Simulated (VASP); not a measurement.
CdSe, 2 atoms in the cell. The structure is cubic, space group F-43m (No. 216). The conventional cell has a = 6.141 Å, b = 6.141 Å, c = 6.141 Å, α = 90.00°, β = 90.00°, γ = 90.00°. Cd (site symmetry -43m) has 4 Se at 2.66 Å within 3.5 Å. Within 3.5 Å of Se (site symmetry -43m) lie 4 Cd at 2.66 Å. 

* Program: VASP 6.6.1
* Task: single point
* Functional: LDA
* Potentials or basis: VASP PAW LDA potentials, release 64 (Cd, Se)
* Cutoff: 520 eV
* k mesh: 8 × 8 × 8
* Occupations: fermi-dirac, width 0.05 eV
* Spin: no spin polarisation
* Dipole correction: no
* Further INCAR settings: ALGO = Normal; EDIFF = 1e-06; NBANDS = 16

Potentials or basis: VASP PAW LDA potentials, release 64 (Cd, Se).

Command:

```bash
$ cat potpaw_LDA.64/Cd/POTCAR potpaw_LDA.64/Se/POTCAR > POTCAR
$ mpirun -np 1 vasp_std > vasp.out
```

Hardware: 1 thread of Intel(R) Xeon(R) Platinum 8259CL CPU @ 2.50GHz (Skylake/Cascade Lake), on a shared host.

**Question.** How long does it take, and how much memory?

**Answer.** Wall time 18 s on 1 thread of Intel(R) Xeon(R) Platinum 8259CL CPU @ 2.50GHz (Skylake/Cascade Lake), on a shared host, peak memory 0.16 GiB. Counts: scf iterations 12, k points 29.
